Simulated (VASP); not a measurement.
# TeF (Pm-3m) in VASP: further runs, part 2 of 2

VASP 6.6.1. Earlier steps stand in the parts before.

### Step 6. Relaxation of cell and atoms, PBE

INCAR reads:

```
PREC = Accurate
ENCUT = 600
EDIFF = 1E-7
ISMEAR = 0
SIGMA = 0.1
LREAL = F
LASPH = T
NELM = 100
ALGO = Normal
ISIF = 3
LWAVE = F
LCHARG = F
GGA = PE
IBRION = 2
NSW = 100
EDIFFG = -0.01
```

KPOINTS reads:

```
regular mesh
0
Gamma
  18 18 18
```

POSCAR reads:

```
TeF
1.0
    3.2619092491      0.0000000000      0.0000000000
    0.0000000000      3.2619092491      0.0000000000
    0.0000000000      0.0000000000      3.2619092491
Te F
1 1
Direct
    0.5000000000      0.5000000000      0.5000000000
    0.0000000000      0.0000000000      0.0000000000
```

Potentials or basis: VASP PAW PBE potentials, release 64 (Te, F).

On the command line:

```console
$ cat potpaw_PBE.64/Te/POTCAR potpaw_PBE.64/F/POTCAR > POTCAR
$ mpirun -np 1 vasp_std > vasp.out
```

OUTCAR:

```text
PREC = Accurate
   ENCUT = 600
   EDIFF = 1E-7
   ISMEAR = 0
   LREAL = F
   LASPH = T
   NELM = 100
   ISIF = 3
   GGA = PE
   IBRION = 2
   NSW = 100
   EDIFFG = -0.01

 ion  position               nearest neighbor table
   1  0.500  0.500  0.500-
   2  0.000  0.000  0.000-

  LATTYP: Found a simple cubic cell.
 ALAT       =     3.2619092491

  Lattice vectors:

 A1 = (   3.2619092491,   0.0000000000,   0.0000000000)
 A2 = (   0.0000000000,   3.2619092491,   0.0000000000)
 A3 = (   0.0000000000,   0.0000000000,   3.2619092491)

Analysis of symmetry for initial positions (statically):
=====================================================================
 Subroutine PRICEL returns:
 Original cell was already a primitive cell.

 Routine SETGRP: Setting up the symmetry group for a
 simple cubic supercell.

 Subroutine GETGRP returns: Found 48 space group operations
 (whereof 48 operations were pure point group operations)
 out of a pool of 48 trial point group operations.

The static configuration has the point symmetry O_h .

Analysis of symmetry for dynamics (positions and initial velocities):
=====================================================================
 Subroutine PRICEL returns:
 Original cell was already a primitive cell.

 Routine SETGRP: Setting up the symmetry group for a
 simple cubic supercell.

 Subroutine GETGRP returns: Found 48 space group operations
 (whereof 48 operations were pure point group operations)
 out of a pool of 48 trial point group operations.

The dynamic configuration has the point symmetry O_h .

 Subroutine INISYM returns: Found 48 space group operations
 (whereof 48 operations are pure point group operations),
 and found     1 'primitive' translations
[... 170 lines left out ...]
 -----------------------------------------------------------------------------------
    total drift:                               -0.000000      0.000000     -0.000000

  FREE ENERGIE OF THE ION-ELECTRON SYSTEM (eV)
  ---------------------------------------------------
  free  energy   TOTEN  =        -6.2385300165 eV

  energy  without entropy=       -6.2339290724  energy(sigma->0) =       -6.23622954

--------------------------------------- Ionic step        2  -------------------------------------------

 number of electron      13.0000012 magnetization

 Free energy of the ion-electron system (eV)
  ---------------------------------------------------
  ext. energy  EPLUGINS =         0.00000000
  ---------------------------------------------------
  free energy    TOTEN  =        -6.23859713 eV

  energy without entropy =       -6.23402419  energy(sigma->0) =       -6.23631066

 E-fermi :   6.7344     XC(G=0): -10.5699

 val. band max:        6.6981652987   @ k =   0.3333   0.2778   0.1111
 cond. band min:       6.7365953490   @ k =   0.3889   0.2222   0.1667
 fundamental gap:      0.0384300503
 Fermi energy:         6.7344420570

 k-point     1 :       0.0000    0.0000    0.0000
  band No.  band energies     occupation
      1     -15.6634      2.00000
      2      -5.5745      2.00000
      3       2.7598      2.00000
      4       2.7598      2.00000
      5       2.7598      2.00000
      6       9.3503      0.00000
      7       9.3503      0.00000
      8       9.3503      0.00000
      9      12.8715      0.00000
     10      12.8715      0.00000
[... 287 lines left out ...]
 k-point    24 :       0.3333    0.1111    0.0000
  band No.  band energies     occupation
      1     -15.5082      2.00000
      2      -5.1900      2.00000
      3       2.0698      2.00000
      4       3.1663      2.00000
      5       3.4346      2.00000
      6       4.9034      2.00000
      7       8.3419      0.00000
      8       9.2422      0.00000
      9      14.7324      0.00000
     10      17.5765      0.00000

 [... further k-points ...]

------------------------ aborting loop because EDIFF is reached ----------------------------------------

  FORCE on cell =-STRESS in cart. coord.  units (eV):
  Direction    XX          YY          ZZ          XY          YZ          ZX
  --------------------------------------------------------------------------------------
  -------------------------------------------------------------------------------------
  Total        0.0180103      0.0180103      0.0180103     -0.0000000     -0.0000000      0.0000000
  in kB        0.8345488      0.8345488      0.8345488     -0.0000000     -0.0000000      0.0000000
  external PRESSURE =       0.8345488 kB  Pullay stress =       0.0000000 kB

 VOLUME and BASIS-vectors are now :
 -----------------------------------------------------------------------------
  energy-cutoff  :      600.00
  volume of cell :       34.58
      direct lattice vectors                 reciprocal lattice vectors
     3.257816189 -0.000000000 -0.000000000     0.306954089 -0.000000000 -0.000000000
     0.000000000  3.257816189  0.000000000     0.000000000  0.306954089 -0.000000000
     0.000000000  0.000000000  3.257816189     0.000000000 -0.000000000  0.306954089

 POSITION                                       TOTAL-FORCE (eV/Angst)
 -----------------------------------------------------------------------------------
      1.62891      1.62891      1.62891         0.000000     -0.000000      0.000000
      0.00000      0.00000      0.00000        -0.000000      0.000000      0.000000
 -----------------------------------------------------------------------------------
    total drift:                               -0.000000      0.000000     -0.000000

  FREE ENERGIE OF THE ION-ELECTRON SYSTEM (eV)
  ---------------------------------------------------
  free  energy   TOTEN  =        -6.2385971320 eV

  energy  without entropy=       -6.2340241878  energy(sigma->0) =       -6.23631066

 reached required accuracy - stopping structural energy minimisation
```

Run time: 64 s. Hardware: 1 thread of Intel Xeon Platinum 8488C (Sapphire Rapids), shared host; peak memory 0.24 GiB.

Results:

| Quantity | Value |
| --- | --- |
| Free energy | -6.2386 eV |
| Relaxed volume | 17.29 Å³/atom |
| Relaxed cell | a = 3.258 Å, b = 3.258 Å, c = 3.258 Å, α = 90.00°, β = 90.00°, γ = 90.00° |
| Space group after relaxing (to 0.1 Å) | Pm-3m (No. 221) |
| Energy gained by relaxing | 0.0 meV/atom |
| Ionic steps | 2 |
| Pressure after relaxing | 0.1 GPa |
| Band gap on the k mesh | zero (an odd number of electrons rules out a gap without spin polarisation) |

Final structure:
```
Te F
1.0
     3.25782    0.00000    0.00000
     0.00000    3.25782    0.00000
     0.00000    0.00000    3.25782
Te F
1 1
Direct
  0.50000 0.50000 0.50000
  0.00000 0.00000 0.00000
```

Caveat: spin-orbit coupling is left out, which moves the levels of the heavy elements; an odd number of electrons without spin polarisation forces a metal; a magnetic or distorted state may lie lower.

### Step 7. Summary

| task | cell | k mesh | cutoff (eV) | gap on the mesh (eV) | pressure (GPa) | relaxed volume (Å³/atom) |
| --- | --- | --- | --- | --- | --- | --- |
| single point | a = 3.262 Å, 2 atoms | 6 × 6 × 6 | 520 | none | -0.4 | - |
| single point | a = 3.458 Å, 2 atoms | 6 × 6 × 6 | 520 | none | -9.6 | - |
| relaxation of cell and atoms | relaxed from a = 3.458 Å, 2 atoms | 6 × 6 × 6 | 600 | none | 0.4 | 17.18 |
| single point | a = 3.264 Å, 2 atoms | 18 × 18 × 18 | 520 | none | -0.4 | - |
| relaxation of cell and atoms | relaxed from a = 3.262 Å, 2 atoms | 18 × 18 × 18 | 600 | none | 0.1 | 17.29 |

Alike in all rows: level PBE; potentials or basis VASP PAW PBE potentials, release 64 (Te, F); no spin polarisation; smearing gaussian 0.1 eV.

Caveats: spin-orbit coupling is left out, which moves the levels of the heavy elements; an odd number of electrons without spin polarisation forces a metal; a magnetic or distorted state may lie lower; the cell stands under tension (at least some runs); the volume moved by over 15 % at a fixed basis, so the end points are rough (at least some runs).

Absolute energies hang on the potentials; compare differences alone.

The gap in the log of VASP goes by the Fermi energy; the results here count the filled bands.